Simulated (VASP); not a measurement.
# MnPdBrF2 (P4/mmm) in VASP: notebook, part 2 of 3

VASP 6.6.1. The steps go on from the part before.

**3. Single point, PBE, collinear spin, ferromagnetic start**

This run uses another cell than the first one, of 19.22 Å³/atom.

INCAR

```
SYSTEM = MnPdBrF2
PREC = Accurate
ENCUT = 520
EDIFF = 1E-7
ISMEAR = 0
SIGMA = 0.1
LREAL = .False.
LASPH = .True.
NELM = 150
ALGO = Normal
ISIF = 2
LWAVE = .False.
LCHARG = .False.
ISPIN = 2
MAGMOM = 4 0 0 0 0
LORBIT = 11
LMAXMIX = 4
GGA = PE
NBANDS = 34
```

KPOINTS

```
Automatic mesh
0
Gamma
  4 4 4
  0 0 0
```

POSCAR

```
MnPdBrF2
1.0
    4.1280855868      0.0000000000      0.0000000000
    0.0000000000      4.1280855868      0.0000000000
    0.0000000000      0.0000000000      5.6401243061
Mn Pd Br F
1 1 1 2
Direct
    0.5000000000      0.5000000000      0.5000000000
    0.0000000000      0.0000000000      0.0000000000
    0.0000000000      0.0000000000      0.5000000000
    0.5000000000      0.0000000000      0.0000000000
    0.0000000000      0.5000000000      0.0000000000
```

Potentials or basis: VASP PAW PBE potentials, release 64 (Mn_pv, Pd, Br, F).

On the command line:

```console
$ cat potpaw_PBE.64/Mn_pv/POTCAR potpaw_PBE.64/Pd/POTCAR potpaw_PBE.64/Br/POTCAR potpaw_PBE.64/F/POTCAR > POTCAR
$ mpirun -np 1 vasp_std > vasp.out
```

OUTCAR:

```text
SYSTEM = MnPdBrF2
   PREC = Accurate
   ENCUT = 520
   EDIFF = 1E-7
   ISMEAR = 0
   LREAL = .False.
   LASPH = .True.
   NELM = 150
   ISIF = 2
   ISPIN = 2
   LORBIT = 11
   GGA = PE

 ion  position               nearest neighbor table
   1  0.500  0.500  0.500-   3 2.92   3 2.92   3 2.92   3 2.92
   2  0.000  0.000  0.000-   4 2.06   5 2.06   5 2.06   4 2.06   3 2.82   3 2.82
   3  0.000  0.000  0.500-   2 2.82   2 2.82   1 2.92   1 2.92   1 2.92   1 2.92
   4  0.500  0.000  0.000-   2 2.06   2 2.06
   5  0.000  0.500  0.000-   2 2.06   2 2.06

  LATTYP: Found a simple tetragonal cell.
 ALAT       =     4.1280855868
 C/A-ratio  =     1.3662808553

  Lattice vectors:

 A1 = (   4.1280855868,   0.0000000000,   0.0000000000)
 A2 = (   0.0000000000,   4.1280855868,   0.0000000000)
 A3 = (   0.0000000000,   0.0000000000,   5.6401243061)

Analysis of symmetry for initial positions (statically):
=====================================================================
 Subroutine PRICEL returns:
 Original cell was already a primitive cell.

 Routine SETGRP: Setting up the symmetry group for a
 simple tetragonal supercell.

 Subroutine GETGRP returns: Found 16 space group operations
 (whereof 16 operations were pure point group operations)
 out of a pool of 16 trial point group operations.

The static configuration has the point symmetry D_4h.

Analysis of symmetry for dynamics (positions and initial velocities):
=====================================================================
 Subroutine PRICEL returns:
 Original cell was already a primitive cell.

 Routine SETGRP: Setting up the symmetry group for a
 simple tetragonal supercell.

 Subroutine GETGRP returns: Found 16 space group operations
 (whereof 16 operations were pure point group operations)
 out of a pool of 16 trial point group operations.

The dynamic configuration has the point symmetry D_4h.

Analysis of structural, dynamic, and magnetic symmetry:
=====================================================================
 Subroutine PRICEL returns:
 Original cell was already a primitive cell.
[... 162 lines left out ...]

 spin component 1

 k-point     1 :       0.0000    0.0000    0.0000
  band No.  band energies     occupation
      1     -47.9442      1.00000
      2     -47.4894      1.00000
      3     -47.4894      1.00000
      4     -19.9411      1.00000
      5     -19.6738      1.00000
      6     -13.1032      1.00000
[... 655 lines left out ...]
     33      12.8260      0.00000
     34      15.4512      0.00000
 Fermi energy:         3.7329290382

 spin component 2

 k-point     1 :       0.0000    0.0000    0.0000
  band No.  band energies     occupation
      1     -43.2262      1.00000
      2     -43.0676      1.00000
      3     -43.0676      1.00000
      4     -19.9395      1.00000
      5     -19.6715      1.00000
      6     -13.0805      1.00000
[... 655 lines left out ...]
     33      12.8086      0.00000
     34      16.1009      0.00000

------------------------ aborting loop because EDIFF is reached ----------------------------------------

  FORCE on cell =-STRESS in cart. coord.  units (eV):
  Direction    XX          YY          ZZ          XY          YZ          ZX
  --------------------------------------------------------------------------------------
  -------------------------------------------------------------------------------------
  Total       -0.0976712     -0.0976712      0.0500473      0.0000000     -0.0000000      0.0000000
  in kB       -1.6281375     -1.6281375      0.8342667      0.0000000     -0.0000000      0.0000000
  external PRESSURE =      -0.8073361 kB  Pullay stress =       0.0000000 kB

 VOLUME and BASIS-vectors are now :
 -----------------------------------------------------------------------------
  energy-cutoff  :      520.00
  volume of cell :       96.11
      direct lattice vectors                 reciprocal lattice vectors
     4.128085587  0.000000000  0.000000000     0.242243040  0.000000000  0.000000000
     0.000000000  4.128085587  0.000000000     0.000000000  0.242243040  0.000000000
     0.000000000  0.000000000  5.640124306     0.000000000  0.000000000  0.177301057

 POSITION                                       TOTAL-FORCE (eV/Angst)
 -----------------------------------------------------------------------------------
      2.06404      2.06404      2.82006         0.000000      0.000000      0.000000
      0.00000      0.00000      0.00000         0.000000      0.000000      0.000000
      0.00000      0.00000      2.82006         0.000000      0.000000      0.000000
      2.06404      0.00000      0.00000         0.000000      0.000000      0.000000
      0.00000      2.06404      0.00000         0.000000      0.000000      0.000000
 -----------------------------------------------------------------------------------
    total drift:                                0.000000      0.000000     -0.000000

  FREE ENERGIE OF THE ION-ELECTRON SYSTEM (eV)
  ---------------------------------------------------
  free  energy   TOTEN  =       -22.4432405783 eV

  energy  without entropy=      -22.4323940308  energy(sigma->0) =      -22.43781730

 total charge

# of ion       s       p       d       tot
------------------------------------------
    1        0.179   6.036   4.994  11.210
    2        0.330   0.379   8.493   9.202
    3        1.624   3.155   0.035   4.814
    4        1.740   4.311   0.000   6.051
    5        1.740   4.311   0.000   6.051
--------------------------------------------------
tot          5.613  18.192  13.523  37.328

 magnetization (x)

# of ion       s       p       d       tot
------------------------------------------
    1        0.075   0.011   4.210   4.297
    2       -0.000  -0.001  -0.058  -0.059
    3        0.008  -0.001   0.004   0.011
    4        0.000   0.002   0.000   0.002
    5        0.000   0.002   0.000   0.002
--------------------------------------------------
tot          0.083   0.013   4.156   4.252
```

OSZICAR:

```text
N       E                     dE             d eps       ncg     rms          rms(c)
DAV:   1     0.385252325668E+03    0.38525E+03   -0.22799E+04  2624   0.127E+03
DAV:   2     0.248260714328E+01   -0.38277E+03   -0.35759E+03  2650   0.342E+02
DAV:   3    -0.259323462897E+02   -0.28415E+02   -0.27955E+02  2862   0.100E+02
DAV:   4    -0.263443480887E+02   -0.41200E+00   -0.41126E+00  2668   0.127E+01
[... 14 lines left out ...]
DAV:  19    -0.224432394483E+02   -0.18531E-04   -0.86914E-05  2552   0.595E-02    0.438E-02
DAV:  20    -0.224432369255E+02    0.25227E-05   -0.45247E-05  2654   0.424E-02    0.150E-02
DAV:  21    -0.224432409512E+02   -0.40256E-05   -0.66141E-06  2530   0.139E-02    0.102E-02
DAV:  22    -0.224432404961E+02    0.45514E-06   -0.17564E-06  2554   0.935E-03    0.323E-03
DAV:  23    -0.224432405783E+02   -0.82225E-07   -0.16892E-07  2062   0.239E-03
   1 F= -.22443241E+02 E0= -.22437817E+02  d E =-.108465E-01  mag=     4.6280
```

It took 2.5 min on 1 thread of AMD EPYC 9R14 (Zen 4), shared host; peak memory 0.26 GiB.

What came out:

* Free energy: -22.4432 eV
* Pressure: -0.1 GPa
* Net moment: 4.63 μB per cell
* Site moments: Mn +4.30; Pd -0.06; Br +0.01; F +0.00 μB
* Valence electrons inside the program's atomic spheres: Mn 11.21; Pd 9.20; Br 4.81; F 6.05

Stress tensor (GPa, compression positive):
```
-0.16  0.00  0.00
 0.00 -0.16  0.00
 0.00  0.00  0.08
```

Caveat: the k points lie up to 0.38 Å⁻¹ apart; a cell with one magnetic atom can't hold antiferromagnetic order, which such compounds often take.

[end of part 2 of 3]
